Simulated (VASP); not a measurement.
# V2O5 (P2/m) in VASP: single point with PBEsol

Aim: the single point of V2O5 with PBEsol.

All numbers are computed with VASP 6.6.1; they aren't measurements. Logs are shortened: lines on timing, memory, paths and dates and some standing lists are left out, and cuts for length are marked.

**1. The cell of the first run**

Symmetry: P2/m, No. 10, monoclinic system. The conventional cell has a = 4.908 Å, b = 3.228 Å, c = 6.300 Å, α = 90.00°, β = 99.07°, γ = 90.00°. V (site symmetry m) has 5 O at 1.62 to 2.23 Å within 2.3 Å. O (site symmetry m) has 2 V at 1.78 Å within 2.4 Å. O (site symmetry m) has 2 V at 1.62 to 2.23 Å within 2.3 Å. O (site symmetry 2/m) has 2 V at 1.77 Å within 2.3 Å.

**2. Single point, PBEsol**

Input file INCAR:

```
ALGO = Normal ; EDIFF = 1E-7
ENCUT = 520 ; GGA = PS
ISIF = 2 ; ISMEAR = 0
LASPH = True ; LCHARG = True
LELF = True ; LREAL = False
LVHAR = True ; LWAVE = False
NBANDS = 37 ; NELM = 60
PREC = Accurate ; SIGMA = 0.1
```

Input file KPOINTS:

```
k-points
0
Gamma
  6 6 4
```

Input file POSCAR:

```
V2O5
1.0
    4.8871530475      0.0000000000      0.4521101741
    0.0000000000      3.2278375793      0.0000000000
   -1.5623737537      0.0000000000      6.1033521361
V O
2 5
Direct
    0.5827356159      0.0000000000      0.7832089884
    0.4172643841      0.0000000000      0.2167910116
    0.7387652094      0.5000000000      0.8105784140
    0.2612347906      0.5000000000      0.1894215860
    0.2825237647      0.0000000000      0.8610715226
    0.7174762353      0.0000000000      0.1389284774
    0.5000000000      0.0000000000      0.5000000000
```

Potentials or basis: VASP PAW PBE potentials, release 64 (V_sv, O).

Launch:

```sh
$ cat potpaw_PBE.64/V_sv/POTCAR potpaw_PBE.64/O/POTCAR > POTCAR
$ mpirun -np 1 vasp_std > vasp.out
```

OUTCAR:

```text
EDIFF = 1E-7
   ENCUT = 520
   GGA = PS
   ISIF = 2
   ISMEAR = 0
   LASPH = True
   LREAL = False
   NELM = 60
   PREC = Accurate

 ion  position               nearest neighbor table
   1  0.583  0.000  0.783-   5 1.62   7 1.77   3 1.78   3 1.78   6 2.23
   2  0.417  0.000  0.217-   6 1.62   7 1.77   4 1.78   4 1.78   5 2.23
   3  0.739  0.500  0.811-   1 1.78   1 1.78
   4  0.261  0.500  0.189-   2 1.78   2 1.78
   5  0.283  0.000  0.861-   1 1.62   2 2.23
   6  0.717  0.000  0.139-   2 1.62   1 2.23
   7  0.500  0.000  0.500-   1 1.77   2 1.77

  LATTYP: Found a simple monoclinic cell.
 ALAT       =     4.9080208352
 B/A-ratio  =     0.6576658265
 C/A-ratio  =     1.2836441643
 COS(beta)  =    -0.1576963259

  Lattice vectors:

 A1 = (   4.8871530475,   0.0000000000,   0.4521101741)
 A2 = (   0.0000000000,   3.2278375793,   0.0000000000)
 A3 = (  -1.5623737537,   0.0000000000,   6.1033521361)

Analysis of symmetry for initial positions (statically):
=====================================================================
 Subroutine PRICEL returns:
 Original cell was already a primitive cell.

 Routine SETGRP: Setting up the symmetry group for a
 simple monoclinic supercell.

 Subroutine GETGRP returns: Found  4 space group operations
 (whereof  4 operations were pure point group operations)
 out of a pool of  4 trial point group operations.

The static configuration has the point symmetry C_2h.

Analysis of symmetry for dynamics (positions and initial velocities):
=====================================================================
 Subroutine PRICEL returns:
 Original cell was already a primitive cell.

 Routine SETGRP: Setting up the symmetry group for a
 simple monoclinic supercell.

 Subroutine GETGRP returns: Found  4 space group operations
 (whereof  4 operations were pure point group operations)
 out of a pool of  4 trial point group operations.

The dynamic configuration has the point symmetry C_2h.

 Subroutine INISYM returns: Found  4 space group operations
 (whereof  4 operations are pure point group operations),
 and found     1 'primitive' translations

----------------------------------------------------------------------------------------

                                     Primitive cell

  volume of cell :      98.5600

  direct lattice vectors                    reciprocal lattice vectors
     4.887153048  0.000000000  0.452110174     0.199884587  0.000000000  0.051167690
     0.000000000  3.227837579  0.000000000     0.000000000  0.309804931  0.000000000
    -1.562373754  0.000000000  6.103352136    -0.014806594  0.000000000  0.160054105

  length of vectors
     4.908020835  3.227837579  6.300152303     0.206329786  0.309804931  0.160737525

  position of ions in fractional coordinates (direct lattice)
     0.582735616  0.000000000  0.783208988
     0.417264384  0.000000000  0.216791012
     0.738765209  0.500000000  0.810578414
     0.261234791  0.500000000  0.189421586
     0.282523765  0.000000000  0.861071523
     0.717476235  0.000000000  0.138928477
     0.500000000  0.000000000  0.500000000

  ion indices of the primitive-cell ions
   primitive index   ion index
                 1           1
                 2           2
                 3           3
                 4           4
                 5           5
                 6           6
                 7           7

----------------------------------------------------------------------------------------

 KPOINTS: k-points

Automatic generation of k-mesh.
 Grid dimensions read from file:
 generate k-points for:    6    6    4

 Generating k-lattice:

  Cartesian coordinates                     Fractional coordinates (reciprocal lattice)
     0.033314098  0.000000000  0.008527948     0.166666667  0.000000000  0.000000000
     0.000000000  0.051634155  0.000000000     0.000000000  0.166666667  0.000000000
    -0.003701648  0.000000000  0.040013526     0.000000000  0.000000000  0.250000000

  Length of vectors
     0.034388298  0.051634155  0.040184381

  Shift w.r.t. Gamma in fractional coordinates (k-lattice)
     0.000000000  0.000000000  0.000000000

 Subroutine IBZKPT returns following result:
 ===========================================

 Found     56 irreducible k-points:

 Following reciprocal coordinates:
            Coordinates               Weight
  0.000000  0.000000  0.000000      1.000000
  0.166667  0.000000 -0.000000      2.000000
  0.333333  0.000000  0.000000      2.000000
  0.500000  0.000000  0.000000      1.000000
  0.000000  0.166667  0.000000      2.000000
  0.166667  0.166667 -0.000000      4.000000
[... 16 lines left out ...]
  0.000000  0.166667  0.250000      4.000000
  0.166667  0.166667  0.250000      4.000000
 [... further k-points ...]
   k-points           NKPTS =     56   k-points in BZ     NKDIM =     56   number of bands    NBANDS=     37
   number of dos      NEDOS =    301   number of ions     NIONS =      7
   total plane-waves  NPLWV =  46080
   dimension x,y,z NGX =    40 NGY =   24 NGZ =   48
   dimension x,y,z NGXF=    80 NGYF=   48 NGZF=   96
   ions per type =               2   5
   NGX,Y,Z   is equivalent  to a cutoff of  13.55, 12.36, 12.67 a.u.
   NGXF,Y,Z  is equivalent  to a cutoff of  27.10, 24.72, 25.33 a.u.
 SYSTEM =  unknown system
   PREC   = accura    normal or accurate (medium, high low for compatibility)
   ISTART =      0    job   : 0-new  1-cont  2-samecut
   ICHARG =      2    charge: 1-file 2-atom 10-const
   ISPIN  =      1    spin polarized calculation?
   LNONCOLLINEAR =      F non collinear calculations
   LSORBIT =      F    spin-orbit coupling
   LASPH  =      T    aspherical Exc in radial PAW
   ENCUT  =  520.0 eV  38.22 Ry    6.18 a.u.   9.13  6.00 11.71*2*pi/ulx,y,z
   NELM   =     60;   NELMIN=  2; NELMDL= -5     # of ELM steps
   EDIFF  = 0.1E-06   stopping-criterion for ELM
   LREAL  =      F    real-space projection
   EDIFFG = 0.1E-05   stopping-criterion for IOM
   NSW    =      0    number of steps for IOM
   IBRION =     -1    ionic relax: 0-MD 1-quasi-New 2-CG
   NFREE  =      0    steps in history (QN), initial steepest desc. (CG)
   ISIF   =      2    stress and relaxation
   ISYM   =      2    0-nonsym 1-usesym 2-fastsym
   POTIM  = 0.5000    time-step for ionic-motion
   TEBEG  =    0.0;   TEEND  =   0.0 temperature during run
   PSTRESS=    0.0 pullay stress
   NELECT =      56.0000    total number of electrons
   NUPDOWN=      -1.0000    fix difference up-down
   EMIN   =  10.00;   EMAX   =-10.00  energy-range for DOS
   EFERMI =   0.00;   METHOD = LEGACY
   ISMEAR =     0;   SIGMA  =   0.10  broadening in eV -4-tet -1-fermi 0-gaus
   EFERMI_NEDOS =   21; number of points for ismear=-14 and -15
   IALGO  =     38    algorithm
   IMIX   =      4    mixing-type and parameters
     AMIX     =   0.40;   BMIX     =  1.00
     AMIX_MAG =   1.60;   BMIX_MAG =  1.00
  volume/ion in A,a.u.               =      14.08        95.02
  Fermi-wavevector in a.u.,A,eV,Ry     =   1.355930  2.562336 25.014936  1.838546
  Thomas-Fermi vector in A             =   2.482976
   LORBIT       =      0    0 simple, 1 ext, 2 COOP (PROOUT), +10 PAW based schemes
   GGA     = PS    functional components
   LHFCALC =     F    Hartree Fock is set to
   AEXX    =    0.0000 exact exchange contribution
   IVDW    =     0    specifies the selected vdW correction
   LEPSILON=     F    determine dielectric tensor
   LRPA    =     F    only Hartree local field effects (RPA)
 non-spin polarized calculation
 Gauss-broadening in eV      SIGMA  =   0.10
  energy-cutoff  :      520.00
  volume of cell :       98.56
 maximum number of plane-waves:      2680
 NGX is ok and might be reduce to    40
   NGX = 19   NGY = 13   NGZ = 23

 number of electron      55.9999977 magnetization

 Free energy of the ion-electron system (eV)
  ---------------------------------------------------
  ext. energy  EPLUGINS =         0.00000000
  ---------------------------------------------------
  free energy    TOTEN  =       -60.90866204 eV

  energy without entropy =      -60.90866204  energy(sigma->0) =      -60.90866204

 E-fermi :   0.6273     XC(G=0):  -9.3139

 val. band max:        0.1945715545   @ k =   0.5000   0.5000   0.0000
 cond. band min:       1.7912918774   @ k =   0.0000   0.0000   0.0000
 fundamental gap:      1.5967203229
 Fermi energy:         0.6273273670

 k-point     1 :       0.0000    0.0000    0.0000
  band No.  band energies     occupation
      1     -63.7416      2.00000
      2     -63.7296      2.00000
      3     -37.9351      2.00000
      4     -37.8696      2.00000
      5     -37.7871      2.00000
      6     -37.7115      2.00000
[... 29 lines left out ...]
     36       6.0698      0.00000
     37       6.2101      0.00000

 k-point     2 :       0.1667    0.0000   -0.0000
  band No.  band energies     occupation
      1     -63.7416      2.00000
      2     -63.7296      2.00000
      3     -37.9352      2.00000
      4     -37.8698      2.00000
      5     -37.7870      2.00000
      6     -37.7115      2.00000
[... 29 lines left out ...]
     36       6.0774      0.00000
     37       6.2215      0.00000

 k-point     3 :       0.3333    0.0000    0.0000
  band No.  band energies     occupation
      1     -63.7415      2.00000
      2     -63.7296      2.00000
      3     -37.9354      2.00000
      4     -37.8703      2.00000
      5     -37.7870      2.00000
      6     -37.7116      2.00000
[... 29 lines left out ...]
     36       6.1073      0.00000
     37       6.1591      0.00000
[... 761 lines left out ...]
 k-point    23 :       0.0000    0.1667    0.2500
  band No.  band energies     occupation
      1     -63.7388      2.00000
      2     -63.7280      2.00000
      3     -37.9266      2.00000
      4     -37.8657      2.00000
      5     -37.7778      2.00000
      6     -37.7239      2.00000
[... 29 lines left out ...]
     36       5.7606      0.00000
     37       6.0513      0.00000

 k-point    24 :       0.1667    0.1667    0.2500
  band No.  band energies     occupation
      1     -63.7388      2.00000
      2     -63.7280      2.00000
      3     -37.9267      2.00000
      4     -37.8659      2.00000
      5     -37.7777      2.00000
      6     -37.7240      2.00000
[... 29 lines left out ...]
     36       5.8039      0.00000
     37       6.0833      0.00000

 [... further k-points ...]

------------------------ aborting loop because EDIFF is reached ----------------------------------------

  FORCE on cell =-STRESS in cart. coord.  units (eV):
  Direction    XX          YY          ZZ          XY          YZ          ZX
  --------------------------------------------------------------------------------------
  -------------------------------------------------------------------------------------
  Total        1.1334668      0.4134506      0.2801796      0.0000000      0.0000000     -0.1545923
  in kB       18.4254700      6.7209928      4.5545589      0.0000000      0.0000000     -2.5130298
  external PRESSURE =       9.9003406 kB  Pullay stress =       0.0000000 kB

 VOLUME and BASIS-vectors are now :
 -----------------------------------------------------------------------------
  energy-cutoff  :      520.00
  volume of cell :       98.56
      direct lattice vectors                 reciprocal lattice vectors
     4.887153048  0.000000000  0.452110174     0.199884587  0.000000000  0.051167690
     0.000000000  3.227837579  0.000000000     0.000000000  0.309804931  0.000000000
    -1.562373754  0.000000000  6.103352136    -0.014806594  0.000000000  0.160054105

 POSITION                                       TOTAL-FORCE (eV/Angst)
 -----------------------------------------------------------------------------------
      1.62425      0.00000      5.04366         0.263253     -0.000000     -0.023229
      1.70053      0.00000      1.51180        -0.263253     -0.000000      0.023229
      2.34403      1.61392      5.28125         0.053933     -0.000000      0.021704
      0.98075      1.61392      1.27421        -0.053933      0.000000     -0.021704
      0.03542      0.00000      5.38315        -0.306757     -0.000000      0.068846
      3.28936      0.00000      1.17231         0.306757     -0.000000     -0.068846
      1.66239      0.00000      3.27773         0.000000     -0.000000      0.000000
 -----------------------------------------------------------------------------------
    total drift:                                0.000000     -0.000000      0.000000

  FREE ENERGIE OF THE ION-ELECTRON SYSTEM (eV)
  ---------------------------------------------------
  free  energy   TOTEN  =       -60.9086620405 eV

  energy  without entropy=      -60.9086620405  energy(sigma->0) =      -60.90866204
```

It took 7.8 min on 1 thread of Oxide Virtual Turin-like, shared host; peak memory 0.27 GiB.

What came out:

| Item | Value |
| --- | --- |
| Free energy | -60.9087 eV |
| Pressure | 1.0 GPa |
| Largest force | 0.314 eV/Å |
| Band gap on the k mesh | 1.60 eV (least direct gap 1.77 eV) |

Forces in eV/Å, atoms in the order of the input:
```
V    0.263  0.000 -0.023
V   -0.263  0.000  0.023
O    0.054  0.000  0.022
O   -0.054  0.000 -0.022
O   -0.307  0.000  0.069
O    0.307  0.000 -0.069
O    0.000  0.000  0.000
```

Levels at points of the mesh, in eV from the valence-band top:
```tsv
k point	band 24	band 25	band 26	band 27	band 28	band 29	band 30	band 31	band 32	band 33
(0.00, 0.00, 0.00)	-1.43	-1.09	-0.82	-0.57	-0.51	1.60	2.84	3.25	3.84	4.37
(0.50, 0.00, 0.00)	-1.35	-1.00	-0.92	-0.47	-0.40	1.61	2.85	3.27	3.75	4.47
(0.00, 0.50, 0.00)	-2.31	-1.19	-0.91	-0.43	-0.09	1.90	2.73	3.11	3.42	3.75
(0.50, 0.50, 0.00)	-2.45	-0.74	-0.56	-0.40	0.00	1.77	2.58	3.06	3.33	3.83
(0.00, 0.00, 0.50)	-1.90	-1.81	-0.89	-0.56	-0.19	1.89	2.69	2.98	3.60	4.32
(0.50, 0.00, 0.50)	-1.72	-1.62	-0.71	-0.45	-0.21	1.92	2.65	2.98	3.54	4.46
(0.00, 0.50, 0.50)	-1.73	-1.37	-1.25	-1.06	-0.27	2.39	2.68	2.79	3.31	3.71
(0.50, 0.50, 0.50)	-1.73	-1.34	-0.94	-0.53	-0.50	2.42	2.70	2.74	3.20	3.62
```

Caveat: the PAW data sets were made with another functional, which shifts forces and pressure a little. A k mesh can miss the band edges.
